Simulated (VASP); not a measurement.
# AlCo (CsCl type) (Pm-3m) in VASP: relaxation of cell and atoms with PBE

Aim: the relaxation of cell and atoms of AlCo (CsCl type) with PBE.

Program: VASP 6.6.1. These are calculated values, not measurements. Logs are shortened: lines on timing, memory, paths and dates and some standing lists are left out, and cuts for length are marked.

## 1. The cell of the first run

It takes space group Pm-3m (No. 221, cubic). Conventional cell: a = 2.947 Å, b = 2.947 Å, c = 2.947 Å, α = 90.00°, β = 90.00°, γ = 90.00°. Co (site symmetry m-3m) has 8 Al at 2.55 Å and 6 Co at 2.95 Å within 3.4 Å. Al (site symmetry m-3m) has 8 Co at 2.55 Å and 6 Al at 2.95 Å within 3.4 Å.

## 2. Relaxation of cell and atoms, PBE, target pressure 0.03 GPa, at which the enthalpy is minimised

Input file INCAR:

```
ALGO = Normal
EDIFF = 1E-6
EDIFFG = -0.005
ENCUT = 600
GGA = PE
IBRION = 2
ISIF = 3
ISMEAR = -1
LASPH = True
LCHARG = False
LREAL = False
LWAVE = False
NELM = 100
NSW = 60
PREC = Accurate
PSTRESS = 0.3
SIGMA = 0.1
```

Input file KPOINTS:

```
k-points
0
Gamma
  14 14 14
```

Input file POSCAR:

```
AlCo
1.0
    2.9466003437      0.0000000000      0.0000000000
    0.0000000000      2.9466003437      0.0000000000
    0.0000000000      0.0000000000      2.9466003437
Co Al
1 1
Direct
    0.0000000000      0.0000000000      0.0000000000
    0.5000000000      0.5000000000      0.5000000000
```

Potentials or basis: VASP PAW PBE potentials, release 64 (Co, Al).

The run is started by

```
cat potpaw_PBE.64/Co/POTCAR potpaw_PBE.64/Al/POTCAR > POTCAR
mpirun -np 1 vasp_std > vasp.out
```

OUTCAR:

```text
EDIFF = 1E-6
   EDIFFG = -0.005
   ENCUT = 600
   GGA = PE
   IBRION = 2
   ISIF = 3
   ISMEAR = -1
   LASPH = True
   LREAL = False
   NELM = 100
   NSW = 60
   PREC = Accurate
   PSTRESS = 0.3

 ion  position               nearest neighbor table
   1  0.000  0.000  0.000-   2 2.55   2 2.55   2 2.55   2 2.55   2 2.55   2 2.55   2 2.55   2 2.55

   2  0.500  0.500  0.500-   1 2.55   1 2.55   1 2.55   1 2.55   1 2.55   1 2.55   1 2.55   1 2.55

  LATTYP: Found a simple cubic cell.
 ALAT       =     2.9466003437

  Lattice vectors:

 A1 = (   2.9466003437,   0.0000000000,   0.0000000000)
 A2 = (   0.0000000000,   2.9466003437,   0.0000000000)
 A3 = (   0.0000000000,   0.0000000000,   2.9466003437)

Analysis of symmetry for initial positions (statically):
=====================================================================
 Subroutine PRICEL returns:
 Original cell was already a primitive cell.

 Routine SETGRP: Setting up the symmetry group for a
 simple cubic supercell.

 Subroutine GETGRP returns: Found 48 space group operations
 (whereof 48 operations were pure point group operations)
 out of a pool of 48 trial point group operations.

The static configuration has the point symmetry O_h .

Analysis of symmetry for dynamics (positions and initial velocities):
=====================================================================
 Subroutine PRICEL returns:
 Original cell was already a primitive cell.

 Routine SETGRP: Setting up the symmetry group for a
 simple cubic supercell.

 Subroutine GETGRP returns: Found 48 space group operations
 (whereof 48 operations were pure point group operations)
 out of a pool of 48 trial point group operations.

The dynamic configuration has the point symmetry O_h .

 Subroutine INISYM returns: Found 48 space group operations
 (whereof 48 operations are pure point group operations),
 and found     1 'primitive' translations

----------------------------------------------------------------------------------------

                                     Primitive cell

  volume of cell :      25.5837

  direct lattice vectors                    reciprocal lattice vectors
     2.946600344  0.000000000  0.000000000     0.339374154  0.000000000  0.000000000
     0.000000000  2.946600344  0.000000000     0.000000000  0.339374154  0.000000000
     0.000000000  0.000000000  2.946600344     0.000000000  0.000000000  0.339374154

  length of vectors
     2.946600344  2.946600344  2.946600344     0.339374154  0.339374154  0.339374154

  position of ions in fractional coordinates (direct lattice)
     0.000000000  0.000000000  0.000000000
     0.500000000  0.500000000  0.500000000

  ion indices of the primitive-cell ions
   primitive index   ion index
                 1           1
                 2           2

----------------------------------------------------------------------------------------

 KPOINTS: k-points

Automatic generation of k-mesh.
 Grid dimensions read from file:
 generate k-points for:   14   14   14

 Generating k-lattice:

  Cartesian coordinates                     Fractional coordinates (reciprocal lattice)
     0.024241011  0.000000000  0.000000000     0.071428571  0.000000000  0.000000000
     0.000000000  0.024241011  0.000000000     0.000000000  0.071428571  0.000000000
     0.000000000  0.000000000  0.024241011     0.000000000  0.000000000  0.071428571

  Length of vectors
     0.024241011  0.024241011  0.024241011

  Shift w.r.t. Gamma in fractional coordinates (k-lattice)
     0.000000000  0.000000000  0.000000000

 Subroutine IBZKPT returns following result:
 ===========================================

 Found    120 irreducible k-points:

 Following reciprocal coordinates:
            Coordinates               Weight
  0.000000  0.000000  0.000000      1.000000
  0.071429  0.000000  0.000000      6.000000
  0.142857  0.000000  0.000000      6.000000
  0.214286  0.000000  0.000000      6.000000
  0.285714  0.000000  0.000000      6.000000
  0.357143  0.000000  0.000000      6.000000
[... 16 lines left out ...]
  0.285714  0.214286  0.000000     24.000000
  0.357143  0.214286  0.000000     24.000000
 [... further k-points ...]
   k-points           NKPTS =    120   k-points in BZ     NKDIM =    120   number of bands    NBANDS=     10
   number of dos      NEDOS =    301   number of ions     NIONS =      2
   total plane-waves  NPLWV =  13824
   dimension x,y,z NGX =    24 NGY =   24 NGZ =   24
   dimension x,y,z NGXF=    48 NGYF=   48 NGZF=   48
   ions per type =               1   1
   NGX,Y,Z   is equivalent  to a cutoff of  13.54, 13.54, 13.54 a.u.
   NGXF,Y,Z  is equivalent  to a cutoff of  27.08, 27.08, 27.08 a.u.
 SYSTEM =  unknown system
   PREC   = accura    normal or accurate (medium, high low for compatibility)
   ISTART =      0    job   : 0-new  1-cont  2-samecut
   ICHARG =      2    charge: 1-file 2-atom 10-const
   ISPIN  =      1    spin polarized calculation?
   LNONCOLLINEAR =      F non collinear calculations
   LSORBIT =      F    spin-orbit coupling
   LASPH  =      T    aspherical Exc in radial PAW
   ENCUT  =  600.0 eV  44.10 Ry    6.64 a.u.   5.89  5.89  5.89*2*pi/ulx,y,z
   NELM   =    100;   NELMIN=  2; NELMDL= -5     # of ELM steps
   EDIFF  = 0.1E-05   stopping-criterion for ELM
   LREAL  =      F    real-space projection
   EDIFFG = -.5E-02   stopping-criterion for IOM
   NSW    =     60    number of steps for IOM
   IBRION =      2    ionic relax: 0-MD 1-quasi-New 2-CG
   NFREE  =      1    steps in history (QN), initial steepest desc. (CG)
   ISIF   =      3    stress and relaxation
   ISYM   =      2    0-nonsym 1-usesym 2-fastsym
   POTIM  = 0.5000    time-step for ionic-motion
   TEBEG  =    0.0;   TEEND  =   0.0 temperature during run
   PSTRESS=    0.3 pullay stress
   NELECT =      12.0000    total number of electrons
   NUPDOWN=      -1.0000    fix difference up-down
   EMIN   =  10.00;   EMAX   =-10.00  energy-range for DOS
   EFERMI =   0.00;   METHOD = LEGACY
   ISMEAR =    -1;   SIGMA  =   0.10  broadening in eV -4-tet -1-fermi 0-gaus
   EFERMI_NEDOS =   21; number of points for ismear=-14 and -15
   IALGO  =     38    algorithm
   IMIX   =      4    mixing-type and parameters
     AMIX     =   0.40;   BMIX     =  1.00
     AMIX_MAG =   1.60;   BMIX_MAG =  1.00
  volume/ion in A,a.u.               =      12.79        86.32
  Fermi-wavevector in a.u.,A,eV,Ry     =   1.271981  2.403696 22.013357  1.617936
  Thomas-Fermi vector in A             =   2.404885
   LORBIT       =      0    0 simple, 1 ext, 2 COOP (PROOUT), +10 PAW based schemes
   GGA     = PE    functional components
   LHFCALC =     F    Hartree Fock is set to
   AEXX    =    0.0000 exact exchange contribution
   IVDW    =     0    specifies the selected vdW correction
   LEPSILON=     F    determine dielectric tensor
   LRPA    =     F    only Hartree local field effects (RPA)
 conjugate gradient relaxation of ions
 non-spin polarized calculation
  energy-cutoff  :      600.00
  volume of cell :       25.58
 maximum number of plane-waves:       876
 NGX is ok and might be reduce to    24
   NGX = 11   NGY = 11   NGZ = 11

--------------------------------------- Ionic step        1  -------------------------------------------

 number of electron      12.0000003 magnetization

 Free energy of the ion-electron system (eV)
  ---------------------------------------------------
  ext. energy  EPLUGINS =         0.00000000
  ---------------------------------------------------
  free energy    TOTEN  =       -11.88924341 eV

  energy without entropy =      -11.85396011  energy(sigma->0) =      -11.87160176

 E-fermi :   9.2323     XC(G=0): -11.7883

 val. band max:        9.2230049442   @ k =   0.5000   0.4286   0.1429
 cond. band min:       9.2587934199   @ k =   0.5000   0.3571   0.0000
 fundamental gap:      0.0357884757
 Fermi energy:         9.2322788195

 k-point     1 :       0.0000    0.0000    0.0000
  band No.  band energies     occupation
      1      -1.1203      2.00000
      2       6.7518      2.00000
      3       6.7518      2.00000
      4       8.5583      1.99764
      5       8.5583      1.99764
      6       8.5583      1.99764
      7      14.7761      0.00000
      8      14.7761      0.00000
      9      14.7761      0.00000
     10      17.6277      0.00000

 k-point     2 :       0.0714    0.0000    0.0000
  band No.  band energies     occupation
      1      -1.0303      2.00000
      2       6.7401      2.00000
      3       6.7749      2.00000
      4       8.5124      1.99851
      5       8.5124      1.99851
      6       8.5629      1.99753
      7      13.9195      0.00000
      8      14.9018      0.00000
      9      14.9018      0.00000
     10      17.6248      0.00000

 k-point     3 :       0.1429    0.0000    0.0000
  band No.  band energies     occupation
      1      -0.7616      2.00000
      2       6.6772      2.00000
      3       6.8405      2.00000
      4       8.3898      1.99956
      5       8.3898      1.99956
      6       8.5759      1.99718
      7      12.4644      0.00000
      8      15.2650      0.00000
      9      15.2650      0.00000
     10      17.6163      0.00000
[... 324 lines left out ...]
 VOLUME and BASIS-vectors are now :
 -----------------------------------------------------------------------------
  energy-cutoff  :      600.00
  volume of cell :       21.64
      direct lattice vectors                 reciprocal lattice vectors
     2.786857570 -0.000000000 -0.000000000     0.358827093  0.000000000 -0.000000000
    -0.000000000  2.786857570 -0.000000000     0.000000000  0.358827093  0.000000000
     0.000000000 -0.000000000  2.786857570     0.000000000  0.000000000  0.358827093

 POSITION                                       TOTAL-FORCE (eV/Angst)
 -----------------------------------------------------------------------------------
      0.00000      0.00000      0.00000         0.000000     -0.000000      0.000000
      1.39343      1.39343      1.39343        -0.000000      0.000000     -0.000000
 -----------------------------------------------------------------------------------
    total drift:                               -0.000000      0.000000      0.000000

  FREE ENERGIE OF THE ION-ELECTRON SYSTEM (eV)
  ---------------------------------------------------
  free  energy   TOTEN  =       -11.9377835160 eV

  energy  without entropy=      -11.9124746073  energy(sigma->0) =      -11.92512906

  enthalpy is  TOTEN    =       -11.9337307177 eV   P V=        0.0040527983

--------------------------------------- Ionic step        3  -------------------------------------------

 number of electron      11.9999996 magnetization

 Free energy of the ion-electron system (eV)
  ---------------------------------------------------
  ext. energy  EPLUGINS =         0.00000000
  ---------------------------------------------------
  free energy    TOTEN  =       -12.00357732 eV

  energy without entropy =      -11.97450810  energy(sigma->0) =      -11.98904271

 E-fermi :  10.4896     XC(G=0): -12.2518

 val. band max:       10.4669320128   @ k =   0.4286   0.4286   0.0000
 cond. band min:      10.5099276213   @ k =   0.4286   0.4286   0.0714
 fundamental gap:      0.0429956086
 Fermi energy:        10.4895912072

 k-point     1 :       0.0000    0.0000    0.0000
  band No.  band energies     occupation
      1      -0.5179      2.00000
      2       7.5908      2.00000
      3       7.5908      2.00000
      4       9.6975      1.99927
      5       9.6975      1.99927
      6       9.6975      1.99927
      7      16.4896      0.00000
      8      16.4896      0.00000
      9      16.4896      0.00000
     10      19.2608      0.00000

 k-point     2 :       0.0714    0.0000    0.0000
  band No.  band energies     occupation
      1      -0.4213      2.00000
      2       7.5812      2.00000
      3       7.6176      2.00000
      4       9.6455      1.99957
      5       9.6455      1.99957
      6       9.7029      1.99923
      7      15.5683      0.00000
      8      16.6246      0.00000
      9      16.6246      0.00000
     10      19.2487      0.00000

 k-point     3 :       0.1429    0.0000    0.0000
  band No.  band energies     occupation
      1      -0.1333      2.00000
      2       7.5242      2.00000
      3       7.6937      2.00000
      4       9.5063      1.99989
      5       9.5063      1.99989
      6       9.7182      1.99911
      7      14.0346      0.00000
      8      17.0136      0.00000
      9      17.0136      0.00000
     10      19.2128      0.00000
[... 286 lines left out ...]
 VOLUME and BASIS-vectors are now :
 -----------------------------------------------------------------------------
  energy-cutoff  :      600.00
  volume of cell :       23.21
      direct lattice vectors                 reciprocal lattice vectors
     2.852586446 -0.000000000 -0.000000000     0.350559052  0.000000000 -0.000000000
    -0.000000000  2.852586446 -0.000000000     0.000000000  0.350559052  0.000000000
     0.000000000 -0.000000000  2.852586446     0.000000000  0.000000000  0.350559052

 POSITION                                       TOTAL-FORCE (eV/Angst)
 -----------------------------------------------------------------------------------
      0.00000      0.00000      0.00000         0.000000     -0.000000     -0.000000
      1.42629      1.42629      1.42629        -0.000000      0.000000      0.000000
 -----------------------------------------------------------------------------------
    total drift:                               -0.000000      0.000000      0.000000

  FREE ENERGIE OF THE ION-ELECTRON SYSTEM (eV)
  ---------------------------------------------------
  free  energy   TOTEN  =       -12.0035773232 eV

  energy  without entropy=      -11.9745080979  energy(sigma->0) =      -11.98904271

  enthalpy is  TOTEN    =       -11.9992309489 eV   P V=        0.0043463742

 reached required accuracy - stopping structural energy minimisation
```

Wall time 37 s (1 thread of AMD EPYC 9R45 (Zen 5), shared host); peak memory 0.15 GiB.

Results:

* Free energy: -12.0036 eV
* Relaxed volume: 11.61 Å³/atom
* Relaxed cell: a = 2.853 Å, b = 2.853 Å, c = 2.853 Å, α = 90.00°, β = 90.00°, γ = 90.00°
* Space group after relaxing (to 0.1 Å): Pm-3m (No. 221)
* Energy change on relaxing (the run minimises the enthalpy): -57.2 meV/atom
* Ionic steps: 3
* Pressure after relaxing: 0.0 GPa
* Band gap on the k mesh: zero (bands 6 and 7 overlap by 2.63 eV)

Step by step:
| step | energy change (eV) | largest force (eV/Å) | pressure (GPa) | volume (Å³) |
| --- | --- | --- | --- | --- |
| 1 | 0.0000 | 0.0000 | -14.04 | 25.58 |
| 2 | -0.0485 | 0.0000 | 14.40 | 21.64 |
| 3 | -0.1143 | 0.0000 | -0.01 | 23.21 |

Final structure:
```
CELL_PARAMETERS angstrom
2.85259 0.00000 0.00000
0.00000 2.85259 0.00000
0.00000 0.00000 2.85259
ATOMIC_POSITIONS crystal
Co 0.00000 0.00000 0.00000
Al 0.50000 0.50000 0.50000
```

Caveat: the cell is relaxed towards a set pressure, so the run minimises the enthalpy, not the energy; the run has no spin polarisation, though such a crystal can be magnetic.

The gap in the log of VASP goes by the Fermi energy; the results here count the filled bands.